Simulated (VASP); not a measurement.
# B (Pm-3n) in VASP: single point with r2SCAN

Aim: the single point of B with r2SCAN.

Everything below comes from runs of VASP 6.6.1. Logs are shortened: lines on timing, memory, paths and dates and some standing lists are left out, and cuts for length are marked.

## (1) The cell of the first run

The structure is cubic, space group Pm-3n (No. 223). Conventional cell: a = 3.645 Å, b = 3.645 Å, c = 3.645 Å, α = 90.00°, β = 90.00°, γ = 90.00°. Within 2.7 Å of B (site symmetry m-3) lie 12 B at 2.04 Å. B (site symmetry -4m2) has 14 B at 1.82 to 2.23 Å within 2.4 Å.

## (2) Single point, r2SCAN

The input, POSCAR:

```
B
1.0
    3.6449071718      0.0000000000      0.0000000000
    0.0000000000      3.6449071718      0.0000000000
    0.0000000000      0.0000000000      3.6449071718
B
8
Direct
    0.5000000000      0.5000000000      0.5000000000
    0.0000000000      0.0000000000      0.0000000000
    0.2500000000      0.0000000000      0.5000000000
    0.5000000000      0.2500000000      0.0000000000
    0.5000000000      0.7500000000      0.0000000000
    0.7500000000      0.0000000000      0.5000000000
    0.0000000000      0.5000000000      0.7500000000
    0.0000000000      0.5000000000      0.2500000000
```

The input, INCAR.step1:

```
ALGO = Normal
EDIFF = 1E-4
ENCUT = 520
GGA = PE
ISMEAR = 0
LASPH = True
LCHARG = False
LREAL = False
LWAVE = True
NBANDS = 22
NELM = 60
PREC = Accurate
SIGMA = 0.1
```

The input, INCAR.step2:

```
ALGO = Normal
EDIFF = 1E-6
ENCUT = 520
ISIF = 2
ISMEAR = 0
ISTART = 1
LASPH = True
LCHARG = False
LMIXTAU = True
LREAL = False
LWAVE = False
METAGGA = R2SCAN
NBANDS = 22
NELM = 60
PREC = Accurate
SIGMA = 0.1
```

The input, KPOINTS:

```
k-points
0
Gamma
  10 10 10
```

Potentials or basis: VASP PAW PBE potentials, release 64 (B).

On the command line:

```
$ cat potpaw_PBE.64/B/POTCAR > POTCAR
$ cp INCAR.step1 INCAR
$ mpirun -np 1 vasp_std > vasp.out
$ cp INCAR.step2 INCAR
$ mpirun -np 1 vasp_std > vasp.out
```

OUTCAR:

```text
EDIFF = 1E-6
   ENCUT = 520
   ISIF = 2
   ISMEAR = 0
   ISTART = 1
   LASPH = True
   LREAL = False
   METAGGA = R2SCAN
   NELM = 60
   PREC = Accurate

 ion  position               nearest neighbor table
   1  0.500  0.500  0.500-   3 2.04   4 2.04   5 2.04   6 2.04   7 2.04   8 2.04   4 2.04   5 2.04
                             3 2.04   6 2.04   7 2.04   8 2.04
   2  0.000  0.000  0.000-   3 2.04   4 2.04   5 2.04   6 2.04   7 2.04   8 2.04   3 2.04   6 2.04
                             7 2.04   8 2.04   4 2.04   5 2.04
   3  0.250  0.000  0.500-   6 1.82   6 1.82   1 2.04   2 2.04   1 2.04   2 2.04
   4  0.500  0.250  0.000-   5 1.82   5 1.82   1 2.04   1 2.04   2 2.04   2 2.04
   5  0.500  0.750  0.000-   4 1.82   4 1.82   1 2.04   1 2.04   2 2.04   2 2.04
   6  0.750  0.000  0.500-   3 1.82   3 1.82   1 2.04   2 2.04   1 2.04   2 2.04
   7  0.000  0.500  0.750-   8 1.82   8 1.82   1 2.04   2 2.04   2 2.04   1 2.04
   8  0.000  0.500  0.250-   7 1.82   7 1.82   1 2.04   2 2.04   2 2.04   1 2.04

  LATTYP: Found a simple cubic cell.
 ALAT       =     3.6449071718

  Lattice vectors:

 A1 = (   3.6449071718,   0.0000000000,   0.0000000000)
 A2 = (   0.0000000000,   3.6449071718,   0.0000000000)
 A3 = (   0.0000000000,   0.0000000000,   3.6449071718)

Analysis of symmetry for initial positions (statically):
=====================================================================
 Subroutine PRICEL returns:
 Original cell was already a primitive cell.

 Routine SETGRP: Setting up the symmetry group for a
 simple cubic supercell.

 Subroutine GETGRP returns: Found 48 space group operations
 (whereof 24 operations were pure point group operations)
 out of a pool of 48 trial point group operations.

The static configuration has the point symmetry T_h .
 The point group associated with its full space group is O_h .

Analysis of symmetry for dynamics (positions and initial velocities):
=====================================================================
 Subroutine PRICEL returns:
 Original cell was already a primitive cell.

 Routine SETGRP: Setting up the symmetry group for a
 simple cubic supercell.

 Subroutine GETGRP returns: Found 48 space group operations
 (whereof 24 operations were pure point group operations)
 out of a pool of 48 trial point group operations.

The dynamic configuration has the point symmetry T_h .
 The point group associated with its full space group is O_h .

 Subroutine INISYM returns: Found 48 space group operations
 (whereof 24 operations are pure point group operations),
[... 109 lines left out ...]
   LREAL  =      F    real-space projection
   EDIFFG = 0.1E-04   stopping-criterion for IOM
   NSW    =      0    number of steps for IOM
   IBRION =     -1    ionic relax: 0-MD 1-quasi-New 2-CG
   NFREE  =      0    steps in history (QN), initial steepest desc. (CG)
   ISIF   =      2    stress and relaxation
   ISYM   =      2    0-nonsym 1-usesym 2-fastsym
   POTIM  = 0.5000    time-step for ionic-motion
   TEBEG  =    0.0;   TEEND  =   0.0 temperature during run
   PSTRESS=    0.0 pullay stress
   NELECT =      24.0000    total number of electrons
   NUPDOWN=      -1.0000    fix difference up-down
   EMIN   =  10.00;   EMAX   =-10.00  energy-range for DOS
   EFERMI =   0.00;   METHOD = LEGACY
   ISMEAR =     0;   SIGMA  =   0.10  broadening in eV -4-tet -1-fermi 0-gaus
   EFERMI_NEDOS =   21; number of points for ismear=-14 and -15
   IALGO  =     38    algorithm
   IMIX   =      4    mixing-type and parameters
     AMIX     =   0.40;   BMIX     =  1.00
     AMIX_MAG =   1.60;   BMIX_MAG =  1.00
  volume/ion in A,a.u.               =       6.05        40.85
  Fermi-wavevector in a.u.,A,eV,Ry     =   1.295564  2.448260 22.837179  1.678485
  Thomas-Fermi vector in A             =   2.427075
   LORBIT       =      0    0 simple, 1 ext, 2 COOP (PROOUT), +10 PAW based schemes
   METAGGA = R2SCAN    functional components
   LHFCALC =     F    Hartree Fock is set to
   AEXX    =    0.0000 exact exchange contribution
   IVDW    =     0    specifies the selected vdW correction
   LEPSILON=     F    determine dielectric tensor
   LRPA    =     F    only Hartree local field effects (RPA)
 non-spin polarized calculation
 Gauss-broadening in eV      SIGMA  =   0.10
  energy-cutoff  :      520.00
  volume of cell :       48.42
 maximum number of plane-waves:      1332
 NGX is ok and might be reduce to    28
   NGX = 13   NGY = 13   NGZ = 13

 number of electron      24.0000003 magnetization

 Free energy of the ion-electron system (eV)
  ---------------------------------------------------
  ext. energy  EPLUGINS =         0.00000000
  ---------------------------------------------------
  free energy    TOTEN  =       -45.53991196 eV

  energy without entropy =      -45.53378192  energy(sigma->0) =      -45.53684694

 E-fermi :  10.3899     XC(G=0): -14.0180

 val. band max:       10.3755509012   @ k =   0.5000   0.2000   0.0000
 cond. band min:      10.4100073974   @ k =   0.5000   0.1000   0.0000
 fundamental gap:      0.0344564962
 Fermi energy:        10.3898814544

 k-point     1 :       0.0000    0.0000    0.0000
  band No.  band energies     occupation
      1      -9.8312      2.00000
      2      -0.7731      2.00000
      3      -0.7731      2.00000
      4      -0.7731      2.00000
      5       0.1089      2.00000
      6       0.1089      2.00000
[... 589 lines left out ...]
     21      17.5295      0.00000
     22      17.9070      0.00000

 [... further k-points ...]
[... 5 lines left out ...]
  --------------------------------------------------------------------------------------
  -------------------------------------------------------------------------------------
  Total       -0.0321390     -0.0321390     -0.0321390     -0.0000000      0.0000000     -0.0000000
  in kB       -1.0633674     -1.0633674     -1.0633674     -0.0000000      0.0000000     -0.0000000
  external PRESSURE =      -1.0633674 kB  Pullay stress =       0.0000000 kB

 VOLUME and BASIS-vectors are now :
 -----------------------------------------------------------------------------
  energy-cutoff  :      520.00
  volume of cell :       48.42
      direct lattice vectors                 reciprocal lattice vectors
     3.644907172  0.000000000  0.000000000     0.274355410  0.000000000  0.000000000
     0.000000000  3.644907172  0.000000000     0.000000000  0.274355410  0.000000000
     0.000000000  0.000000000  3.644907172     0.000000000  0.000000000  0.274355410

 POSITION                                       TOTAL-FORCE (eV/Angst)
 -----------------------------------------------------------------------------------
      1.82245      1.82245      1.82245        -0.000000      0.000000     -0.000000
      0.00000      0.00000      0.00000        -0.000000      0.000000     -0.000000
      0.91123      0.00000      1.82245        -0.000000      0.000000     -0.000000
      1.82245      0.91123      0.00000        -0.000000      0.000000      0.000000
      1.82245      2.73368      0.00000         0.000000     -0.000000     -0.000000
      2.73368      0.00000      1.82245         0.000000     -0.000000     -0.000000
      0.00000      1.82245      2.73368        -0.000000     -0.000000     -0.000000
      0.00000      1.82245      0.91123        -0.000000      0.000000      0.000000
 -----------------------------------------------------------------------------------
    total drift:                                0.000000      0.000000     -0.000000

  FREE ENERGIE OF THE ION-ELECTRON SYSTEM (eV)
  ---------------------------------------------------
  free  energy   TOTEN  =       -45.5399119647 eV

  energy  without entropy=      -45.5337819223  energy(sigma->0) =      -45.53684694
```

Run time: 2.3 min. Hardware: 1 thread of Intel Xeon 6975P-C (Granite Rapids), shared host; peak memory 0.18 GiB.

Results:

- Free energy: -45.5399 eV
- Pressure: -0.1 GPa
- Band gap on the k mesh: zero (band 12 reaches 15.38 eV, above the bottom of band 13 at 9.42 eV)

Levels at points of the mesh, in eV from the Fermi level:
| k point | band 10 | band 11 | band 12 | band 13 | band 14 | band 15 |
| --- | --- | --- | --- | --- | --- | --- |
| (0.00, 0.00, 0.00) | -2.65 | -2.36 | -2.36 | -0.22 | -0.22 | -0.22 |
| (0.50, 0.00, 0.00) | -6.55 | 0.12 | 0.12 | 1.20 | 1.20 | 2.35 |
| (0.50, 0.50, 0.00) | -4.17 | -4.17 | -1.52 | 3.50 | 3.94 | 4.05 |
| (0.50, 0.50, 0.50) | 4.99 | 4.99 | 4.99 | 4.99 | 4.99 | 5.28 |

Caveat: the PAW data sets were made with another functional, which shifts forces and pressure a little.
